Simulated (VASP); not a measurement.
# V in VASP: single point with PBE

Aim: the single point of V with PBE.

All numbers are computed with VASP 6.6.1; they aren't measurements. Logs are shortened: lines on timing, memory, paths and dates and some standing lists are left out, and cuts for length are marked.

## Step 1: The cell of the first run

The cell holds a slab with vacuum, 5 atoms: a = 4.239 Å, b = 4.239 Å, c = 16.461 Å, α = 90.00°, β = 90.00°, γ = 120.00°.

## Step 2: Single point, PBE

File INCAR:

```
SYSTEM = V
PREC     = Accurate       ! precision mode
ENCUT    = 520            ! plane-wave cutoff, eV
EDIFF    = 1E-7           ! SCF threshold, eV
ISMEAR   = -1             ! smearing method
SIGMA    = 0.05           ! smearing width, eV
LREAL    = .FALSE.        ! projectors in reciprocal space
LASPH    = .TRUE.         ! aspherical terms in the spheres
NELM     = 80             ! most SCF steps
ALGO     = Normal         ! electronic algorithm
ISIF     = 2              ! what is computed and relaxed
LWAVE    = .FALSE.        ! write WAVECAR
LCHARG   = .TRUE.         ! write CHGCAR
LDIPOL   = .TRUE.       
IDIPOL   = 3            
DIPOL    = 0.5 0.5 0.500
GGA      = PE             ! functional
LELF     = .TRUE.         ! ELF
LVHAR    = .TRUE.       
LVACPOTAV= .TRUE.       
NBANDS   = 40             ! bands
```

File KPOINTS:

```
Automatic mesh
0
G
  9 9 1
  0 0 0
```

File POSCAR:

```
V
1.0
    4.2385384045      0.0000000000      0.0000000000
   -2.1192692022      3.6706819332      0.0000000000
    0.0000000000      0.0000000000     16.4608000000
V
5
Direct
    0.8333333333      0.1666666667      0.4087052486
    0.1666666667      0.8333333333      0.4585232707
    0.5000000000      0.5000000000      0.4999999995
    0.8333333333      0.1666666667      0.5414767280
    0.1666666667      0.8333333333      0.5912947532
```

Potentials or basis: VASP PAW PBE potentials, release 64 (V_sv).

The run is started by

```
$ cat potpaw_PBE.64/V_sv/POTCAR > POTCAR
$ mpirun -np 1 vasp_std > vasp.out
```

OUTCAR:

```text
SYSTEM = V
   PREC = Accurate
   ENCUT = 520
   EDIFF = 1E-7
   ISMEAR = -1
   LREAL = .FALSE.
   LASPH = .TRUE.
   NELM = 80
   ISIF = 2
   GGA = PE

 ion  position               nearest neighbor table
   1  0.833  0.167  0.409-   4 2.19   2 2.58   2 2.58   2 2.58   3 2.87   3 2.87   3 2.87
   2  0.167  0.833  0.459-   5 2.19   3 2.54   3 2.54   3 2.54   1 2.58   1 2.58   1 2.58   4 2.80
                             4 2.80   4 2.80
   3  0.500  0.500  0.500-   4 2.54   4 2.54   4 2.54   2 2.54   2 2.54   2 2.54   1 2.87   1 2.87
                             1 2.87   5 2.87   5 2.87   5 2.87
   4  0.833  0.167  0.541-   1 2.19   3 2.54   3 2.54   3 2.54   5 2.58   5 2.58   5 2.58   2 2.80
                             2 2.80   2 2.80
   5  0.167  0.833  0.591-   2 2.19   4 2.58   4 2.58   4 2.58   3 2.87   3 2.87   3 2.87

  LATTYP: Found a hexagonal cell.
 ALAT       =     4.2385384045
 C/A-ratio  =     3.8836028907

  Lattice vectors:

 A1 = (   4.2385384045,   0.0000000000,   0.0000000000)
 A2 = (  -2.1192692022,   3.6706819332,   0.0000000000)
 A3 = (   0.0000000000,   0.0000000000,  16.4608000000)

Analysis of symmetry for initial positions (statically):
=====================================================================
 Subroutine PRICEL returns:
 Original cell was already a primitive cell.

 Routine SETGRP: Setting up the symmetry group for a
 hexagonal supercell.

 Subroutine GETGRP returns: Found 12 space group operations
 (whereof  4 operations were pure point group operations)
 out of a pool of 24 trial point group operations.

The static configuration has the point symmetry C_2h.
 The point group associated with its full space group is D_3d.

Analysis of symmetry for dynamics (positions and initial velocities):
=====================================================================
 Subroutine PRICEL returns:
 Original cell was already a primitive cell.

 Routine SETGRP: Setting up the symmetry group for a
 hexagonal supercell.

 Subroutine GETGRP returns: Found 12 space group operations
 (whereof  4 operations were pure point group operations)
 out of a pool of 24 trial point group operations.

The dynamic configuration has the point symmetry C_2h.
 The point group associated with its full space group is D_3d.

 Subroutine INISYM returns: Found 12 space group operations
 (whereof  4 operations are pure point group operations),
 and found     1 'primitive' translations

----------------------------------------------------------------------------------------

                                     Primitive cell

  volume of cell :     256.1025

  direct lattice vectors                    reciprocal lattice vectors
     4.238538404  0.000000000  0.000000000     0.235930386  0.136214472  0.000000000
    -2.119269202  3.670681933  0.000000000     0.000000000  0.272428943  0.000000000
     0.000000000  0.000000000 16.460800000     0.000000000  0.000000000  0.060750389

  length of vectors
     4.238538404  4.238538404 16.460800000     0.272428943  0.272428943  0.060750389

  position of ions in fractional coordinates (direct lattice)
     0.833333333  0.166666667  0.408705249
     0.166666667  0.833333333  0.458523271
     0.500000000  0.500000000  0.499999999
     0.833333333  0.166666667  0.541476728
     0.166666667  0.833333333  0.591294753

  ion indices of the primitive-cell ions
   primitive index   ion index
                 1           1
                 2           2
                 3           3
                 4           4
                 5           5

----------------------------------------------------------------------------------------

 KPOINTS: Automatic mesh

Automatic generation of k-mesh.
 Grid dimensions read from file:
 generate k-points for:    9    9    1

 Generating k-lattice:

  Cartesian coordinates                     Fractional coordinates (reciprocal lattice)
     0.026214487  0.015134941  0.000000000     0.111111111  0.000000000  0.000000000
     0.000000000  0.030269883  0.000000000     0.000000000  0.111111111  0.000000000
     0.000000000  0.000000000  0.060750389     0.000000000  0.000000000  1.000000000

  Length of vectors
     0.030269883  0.030269883  0.060750389

  Shift w.r.t. Gamma in fractional coordinates (k-lattice)
     0.000000000  0.000000000  0.000000000

 Subroutine IBZKPT returns following result:
 ===========================================

 Found     12 irreducible k-points:

 Following reciprocal coordinates:
            Coordinates               Weight
  0.000000  0.000000  0.000000      1.000000
  0.111111  0.000000  0.000000      6.000000
  0.222222  0.000000  0.000000      6.000000
  0.333333  0.000000  0.000000      6.000000
  0.444444  0.000000  0.000000      6.000000
  0.111111  0.111111  0.000000      6.000000
  0.222222  0.111111  0.000000     12.000000
  0.333333  0.111111  0.000000     12.000000
  0.444444  0.111111  0.000000      6.000000
  0.222222  0.222222  0.000000      6.000000
  0.333333  0.222222  0.000000     12.000000
  0.333333  0.333333  0.000000      2.000000
   k-points           NKPTS =     12   k-points in BZ     NKDIM =     12   number of bands    NBANDS=     40
   number of dos      NEDOS =    301   number of ions     NIONS =      5
   total plane-waves  NPLWV = 129024
   dimension x,y,z NGX =    32 NGY =   32 NGZ =  126
   dimension x,y,z NGXF=    64 NGYF=   64 NGZF=  252
   ions per type =               5
   NGX,Y,Z   is equivalent  to a cutoff of  12.55, 12.55, 12.73 a.u.
   NGXF,Y,Z  is equivalent  to a cutoff of  25.10, 25.10, 25.45 a.u.
 SYSTEM =  V
   PREC   = accura    normal or accurate (medium, high low for compatibility)
   ISTART =      0    job   : 0-new  1-cont  2-samecut
   ICHARG =      2    charge: 1-file 2-atom 10-const
   ISPIN  =      1    spin polarized calculation?
   LNONCOLLINEAR =      F non collinear calculations
   LSORBIT =      F    spin-orbit coupling
   LASPH  =      T    aspherical Exc in radial PAW
   ENCUT  =  520.0 eV  38.22 Ry    6.18 a.u.   7.88  7.88 30.61*2*pi/ulx,y,z
   NELM   =     80;   NELMIN=  2; NELMDL= -5     # of ELM steps
   EDIFF  = 0.1E-06   stopping-criterion for ELM
   LREAL  =      F    real-space projection
   EDIFFG = 0.1E-05   stopping-criterion for IOM
   NSW    =      0    number of steps for IOM
   IBRION =     -1    ionic relax: 0-MD 1-quasi-New 2-CG
   NFREE  =      0    steps in history (QN), initial steepest desc. (CG)
   ISIF   =      2    stress and relaxation
   ISYM   =      2    0-nonsym 1-usesym 2-fastsym
   POTIM  = 0.5000    time-step for ionic-motion
   TEBEG  =    0.0;   TEEND  =   0.0 temperature during run
   PSTRESS=    0.0 pullay stress
   NELECT =      65.0000    total number of electrons
   NUPDOWN=      -1.0000    fix difference up-down
   EMIN   =  10.00;   EMAX   =-10.00  energy-range for DOS
   EFERMI =   0.00;   METHOD = LEGACY
   ISMEAR =    -1;   SIGMA  =   0.05  broadening in eV -4-tet -1-fermi 0-gaus
   EFERMI_NEDOS =   21; number of points for ismear=-14 and -15
   IALGO  =     38    algorithm
   IMIX   =      4    mixing-type and parameters
     AMIX     =   0.40;   BMIX     =  1.00
     AMIX_MAG =   1.60;   BMIX_MAG =  1.00
  volume/ion in A,a.u.               =      51.22       345.65
  Fermi-wavevector in a.u.,A,eV,Ry     =   1.036513  1.958725 14.617539  1.074359
  Thomas-Fermi vector in A             =   2.170907
   LORBIT       =      0    0 simple, 1 ext, 2 COOP (PROOUT), +10 PAW based schemes
   GGA     = PE    functional components
   LHFCALC =     F    Hartree Fock is set to
   AEXX    =    0.0000 exact exchange contribution
   IVDW    =     0    specifies the selected vdW correction
   LEPSILON=     F    determine dielectric tensor
   LRPA    =     F    only Hartree local field effects (RPA)
 non-spin polarized calculation
  energy-cutoff  :      520.00
  volume of cell :      256.10
 maximum number of plane-waves:      6942
 NGX is ok and might be reduce to    32
   NGX = 15   NGY = 15   NGZ = 61

 dipolmoment           0.000000      0.000000     -0.000000 electrons x Angstroem

 number of electron      65.0000002 magnetization

 dipolmoment           0.000000      0.000000      0.000000 electrons x Angstroem

 Free energy of the ion-electron system (eV)
  ---------------------------------------------------
  ext. energy  EPLUGINS =         0.00000000
  ---------------------------------------------------
  free energy    TOTEN  =       -39.85938686 eV

  energy without entropy =      -39.80877647  energy(sigma->0) =      -39.83408167

 E-fermi :  -0.0043     XC(G=0):  -4.6697

 val. band max:       -0.0230478070   @ k =   0.1111   0.1111   0.0000
 cond. band min:       0.0021677012   @ k =   0.3333   0.1111   0.0000
 fundamental gap:      0.0252155083
 Fermi energy:        -0.0043097228

 k-point     1 :       0.0000    0.0000    0.0000
  band No.  band energies     occupation
      1     -63.8812      2.00000
      2     -63.7576      2.00000
      3     -63.7328      2.00000
      4     -63.3303      2.00000
      5     -63.2918      2.00000
      6     -38.0933      2.00000
[... 32 lines left out ...]
     39       1.8240      0.00000
     40       1.8240      0.00000

 k-point     2 :       0.1111    0.0000    0.0000
  band No.  band energies     occupation
      1     -63.8750      2.00000
      2     -63.7585      2.00000
      3     -63.7346      2.00000
      4     -63.3309      2.00000
      5     -63.2950      2.00000
      6     -38.1012      2.00000
[... 32 lines left out ...]
     39       1.8084      0.00000
     40       1.8297      0.00000

 k-point     3 :       0.2222    0.0000    0.0000
  band No.  band energies     occupation
      1     -63.8576      2.00000
      2     -63.7617      2.00000
      3     -63.7398      2.00000
      4     -63.3320      2.00000
      5     -63.3035      2.00000
      6     -38.1248      2.00000
[... 337 lines left out ...]
  band No.  band energies     occupation
      1     -63.7993      2.00000
      2     -63.7798      2.00000
      3     -63.7585      2.00000
      4     -63.3317      2.00000
      5     -63.3266      2.00000
      6     -38.1647      2.00000
[... 32 lines left out ...]
     39       1.6075      0.00000
     40       1.9436      0.00000

 k-point    12 :       0.3333    0.3333    0.0000
  band No.  band energies     occupation
      1     -63.7857      2.00000
      2     -63.7857      2.00000
      3     -63.7640      2.00000
      4     -63.3303      2.00000
      5     -63.3303      2.00000
      6     -38.1589      2.00000
[... 32 lines left out ...]
     39       1.6053      0.00000
     40       1.9199      0.00000

------------------------ aborting loop because EDIFF is reached ----------------------------------------

  FORCE on cell =-STRESS in cart. coord.  units (eV):
  Direction    XX          YY          ZZ          XY          YZ          ZX
  --------------------------------------------------------------------------------------
  -------------------------------------------------------------------------------------
  Total       -0.3375782     -0.3375782      0.4702051     -0.0000000      0.0000000      0.0000000
  in kB       -2.1118891     -2.1118891      2.9416032     -0.0000000      0.0000000      0.0000000
  external PRESSURE =      -0.4273916 kB  Pullay stress =       0.0000000 kB

 VOLUME and BASIS-vectors are now :
 -----------------------------------------------------------------------------
  energy-cutoff  :      520.00
  volume of cell :      256.10
      direct lattice vectors                 reciprocal lattice vectors
     4.238538404  0.000000000  0.000000000     0.235930386  0.136214472  0.000000000
    -2.119269202  3.670681933  0.000000000     0.000000000  0.272428943  0.000000000
     0.000000000  0.000000000 16.460800000     0.000000000  0.000000000  0.060750389

 POSITION                                       TOTAL-FORCE (eV/Angst)
 -----------------------------------------------------------------------------------
      3.17890      0.61178      6.72762         0.000000      0.000000     -0.113834
     -1.05963      3.05890      7.54766        -0.000000      0.000000     -0.114601
      1.05963      1.83534      8.23040         0.000000     -0.000000      0.000000
      3.17890      0.61178      8.91314         0.000000     -0.000000      0.114601
     -1.05963      3.05890      9.73318        -0.000000     -0.000000      0.113834
 -----------------------------------------------------------------------------------
    total drift:                                0.000002     -0.000001      0.000163

  FREE ENERGIE OF THE ION-ELECTRON SYSTEM (eV)
  ---------------------------------------------------
  free  energy   TOTEN  =       -39.8593868642 eV

  energy  without entropy=      -39.8087764693  energy(sigma->0) =      -39.83408167

 vacuum level on the upper side and lower side of the slab         3.691         3.691
```

Run time: 3.1 min. Hardware: 1 thread of AMD EPYC 7R13 (Zen 3), shared host; peak memory 0.34 GiB.

What came out:

- Free energy: -39.8594 eV
- Largest force: 0.115 eV/Å
- Band gap on the k mesh: zero (an odd number of electrons rules out a gap without spin polarisation)

Forces on the atoms (eV/Å):
```
V    0.000  0.000 -0.114
V    0.000  0.000 -0.115
V    0.000  0.000  0.000
V    0.000  0.000  0.115
V    0.000  0.000  0.114
```

Levels at points of the mesh, in eV from the Fermi level:
```tsv
k point	band 31	band 32	band 33	band 34	band 35	band 36
(0.00, 0.00, 0.00)	-0.51	-0.46	-0.46	0.29	0.29	0.91
```

The gap in the log of VASP goes by the Fermi energy; the results here count the filled bands.